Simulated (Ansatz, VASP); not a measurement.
**Two plane-wave programs on Ir**

```
Ir
1.0
     0.00000    1.98548    1.98548
     1.98548    0.00000    1.98548
     1.98548    1.98548    0.00000
Ir
1
Direct
  0.00000 0.00000 0.00000
```

Alike in both runs: task single point; functional PBE; k mesh 22 × 22 × 22; occupations gaussian, width 0.15 eV; no spin polarisation.

```csv
,VASP,Ansatz
version,VASP 6.6.1,Ansatz 0.2.0
potentials or method,"VASP PAW PBE potentials, release 64 (Ir), cutoff 520 eV","scalar-relativistic, plane waves, PAW"
valence electrons in the cell,9,17
```

```csv
,VASP,Ansatz,Ansatz less VASP
gap on the k mesh at the Fermi level (eV),none,none,-
pressure (GPa),-21.6,-21.9,-0.22
```

A gap of «none» marks a metal or a gap that the smearing closes. With one functional, cell and mesh, what is left measures potentials, basis and numerics. VASP's potentials hold 9 valence electrons a cell and Ansatz's 17, so a difference there can come from the potentials and not from the codes.

Spin-orbit coupling is off throughout.
